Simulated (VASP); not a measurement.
# SeO (Cmcm) in VASP: notebook, part 2 of 2

VASP 6.6.1. Earlier steps stand in the parts before.

## Step 3: Single point, PBE

This run uses another cell than the first one, of 22.83 Å³/atom.

File INCAR:

```
SYSTEM = SeO
  PREC = Accurate
  ENCUT = 520
  EDIFF = 1E-6
  ISMEAR = 0
  SIGMA = 0.1
  LREAL = .False.
  LASPH = .True.
  NELM = 100
  ALGO = Normal
  ISIF = 2
  LWAVE = .False.
  LCHARG = .True.
  GGA = PE
  LELF = .True.
  LVHAR = .True.
  NBANDS = 20
```

File KPOINTS:

```
Automatic mesh
0
Gamma
  10 10 16
  0 0 0
```

File POSCAR:

```
SeO
1.0
    2.4974276017     -6.3127254208      0.0000000000
    2.4974276017      6.3127254208      0.0000000000
    0.0000000000      0.0000000000      2.8965212881
Se O
2 2
Direct
    0.6650608409      0.3349391591      0.7500000000
    0.3349391591      0.6650608409      0.2500000000
    0.7973456734      0.2026543266      0.7500000000
    0.2026543266      0.7973456734      0.2500000000
```

Potentials or basis: VASP PAW PBE potentials, release 64 (Se, O).

The run is started by

```bash
cat potpaw_PBE.64/Se/POTCAR potpaw_PBE.64/O/POTCAR > POTCAR
mpirun -np 1 vasp_std > vasp.out
```

OUTCAR:

```text
SYSTEM = SeO
   PREC = Accurate
   ENCUT = 520
   EDIFF = 1E-6
   ISMEAR = 0
   LREAL = .False.
   LASPH = .True.
   NELM = 100
   ISIF = 2
   GGA = PE

 ion  position               nearest neighbor table
   1  0.665  0.335  0.750-   3 1.67
   2  0.335  0.665  0.250-   4 1.67
   3  0.797  0.203  0.750-   1 1.67
   4  0.203  0.797  0.250-   2 1.67

  LATTYP: Found a base centered orthorhombic cell.
 ALAT       =     4.9948552034
 B/A-ratio  =     2.5276910596
 C/A-ratio  =     0.5799009521

  Lattice vectors:

 A1 = (   2.4974276017,  -6.3127254208,   0.0000000000)
 A2 = (   2.4974276017,   6.3127254208,   0.0000000000)
 A3 = (   0.0000000000,   0.0000000000,   2.8965212881)

Analysis of symmetry for initial positions (statically):
=====================================================================
 Subroutine PRICEL returns:
 Original cell was already a primitive cell.

 Routine SETGRP: Setting up the symmetry group for a
 base centered orthorhombic supercell.

 Subroutine GETGRP returns: Found  8 space group operations
 (whereof  4 operations were pure point group operations)
 out of a pool of  8 trial point group operations.

The static configuration has the point symmetry C_2h.
 The point group associated with its full space group is D_2h.

Analysis of symmetry for dynamics (positions and initial velocities):
=====================================================================
 Subroutine PRICEL returns:
 Original cell was already a primitive cell.

 Routine SETGRP: Setting up the symmetry group for a
 base centered orthorhombic supercell.

 Subroutine GETGRP returns: Found  8 space group operations
 (whereof  4 operations were pure point group operations)
 out of a pool of  8 trial point group operations.

The dynamic configuration has the point symmetry C_2h.
 The point group associated with its full space group is D_2h.

 Subroutine INISYM returns: Found  8 space group operations
 (whereof  4 operations are pure point group operations),
 and found     1 'primitive' translations

[... 113 lines left out ...]
   ISMEAR =     0;   SIGMA  =   0.10  broadening in eV -4-tet -1-fermi 0-gaus
   EFERMI_NEDOS =   21; number of points for ismear=-14 and -15
   IALGO  =     38    algorithm
   IMIX   =      4    mixing-type and parameters
     AMIX     =   0.40;   BMIX     =  1.00
     AMIX_MAG =   1.60;   BMIX_MAG =  1.00
  volume/ion in A,a.u.               =      22.83       154.08
  Fermi-wavevector in a.u.,A,eV,Ry     =   1.048592  1.981551 14.960211  1.099544
  Thomas-Fermi vector in A             =   2.183520
   LORBIT       =      0    0 simple, 1 ext, 2 COOP (PROOUT), +10 PAW based schemes
   GGA     = PE    functional components
   LHFCALC =     F    Hartree Fock is set to
   AEXX    =    0.0000 exact exchange contribution
   IVDW    =     0    specifies the selected vdW correction
   LEPSILON=     F    determine dielectric tensor
   LRPA    =     F    only Hartree local field effects (RPA)
 non-spin polarized calculation
 Gauss-broadening in eV      SIGMA  =   0.10
  energy-cutoff  :      520.00
  volume of cell :       91.33
 maximum number of plane-waves:      2486
   NGX = 25   NGY = 25   NGZ = 11

 number of electron      23.9999998 magnetization

 Free energy of the ion-electron system (eV)
  ---------------------------------------------------
  ext. energy  EPLUGINS =         0.00000000
  ---------------------------------------------------
  free energy    TOTEN  =       -17.44985831 eV

  energy without entropy =      -17.44463558  energy(sigma->0) =      -17.44724694

 E-fermi :   1.2692     XC(G=0):  -7.8691

 val. band max:        1.2507393244   @ k =  -0.4000   0.1000   0.1875
 cond. band min:       1.2752163643   @ k =   0.3000  -0.0000   0.1875
 fundamental gap:      0.0244770399
 Fermi energy:         1.2692078762

 k-point     1 :       0.0000    0.0000    0.0000
  band No.  band energies     occupation
      1     -19.7655      2.00000
      2     -18.8508      2.00000
      3     -12.0077      2.00000
      4     -10.9829      2.00000
      5      -5.5349      2.00000
      6      -4.8950      2.00000
[... 541 lines left out ...]
     19      10.6705      0.00000
     20      11.2584      0.00000

 [... further k-points ...]
[... 5 lines left out ...]
  --------------------------------------------------------------------------------------
  -------------------------------------------------------------------------------------
  Total       -0.0669653      0.9876259     -0.0212579      0.0000000     -0.0000000      0.0000000
  in kB       -1.1747452     17.3255306     -0.3729197      0.0000000     -0.0000000      0.0000000
  external PRESSURE =       5.2592886 kB  Pullay stress =       0.0000000 kB

 VOLUME and BASIS-vectors are now :
 -----------------------------------------------------------------------------
  energy-cutoff  :      520.00
  volume of cell :       91.33
      direct lattice vectors                 reciprocal lattice vectors
     2.497427602 -6.312725421  0.000000000     0.200206004 -0.079205092  0.000000000
     2.497427602  6.312725421  0.000000000     0.200206004  0.079205092  0.000000000
     0.000000000  0.000000000  2.896521288     0.000000000  0.000000000  0.345241723

 POSITION                                       TOTAL-FORCE (eV/Angst)
 -----------------------------------------------------------------------------------
      2.49743     -2.08397      2.17239         0.000000      0.298389     -0.000000
      2.49743      2.08397      0.72413         0.000000     -0.298389     -0.000000
      2.49743     -3.75412      2.17239         0.000000     -0.297383      0.000000
      2.49743      3.75412      0.72413         0.000000      0.297383     -0.000000
 -----------------------------------------------------------------------------------
    total drift:                               -0.000000     -0.000000     -0.000000

  FREE ENERGIE OF THE ION-ELECTRON SYSTEM (eV)
  ---------------------------------------------------
  free  energy   TOTEN  =       -17.4498583087 eV

  energy  without entropy=      -17.4446355773  energy(sigma->0) =      -17.44724694
```

stdout:

```text
POSCAR found type information on POSCAR SeO
 POSCAR found :  2 types and       4 ions
 scaLAPACK will be used
 LDA part: xc-table for (Slater+PW92), standard interpolation
 POSCAR, INCAR and KPOINTS ok, starting setup
 FFT: planning ... GRIDC
 FFT: planning ... GRID_SOFT
 FFT: planning ... GRID
 WAVECAR not read
 entering main loop
```

Wall time 4.5 min (1 thread of Intel Xeon 6975P-C (Granite Rapids), shared host); peak memory 0.55 GiB.

What came out:

| Quantity | Value |
| --- | --- |
| Free energy | -17.4499 eV |
| Pressure | 0.5 GPa |
| Largest force | 0.298 eV/Å |
| Band gap on the k mesh | zero (bands 12 and 13 overlap by 2.11 eV) |

Forces on the atoms (eV/Å):
```
Se   0.000  0.298  0.000
Se   0.000 -0.298  0.000
O    0.000 -0.297  0.000
O    0.000  0.297  0.000
```

The gap in the log of VASP goes by the Fermi energy; the results here count the filled bands.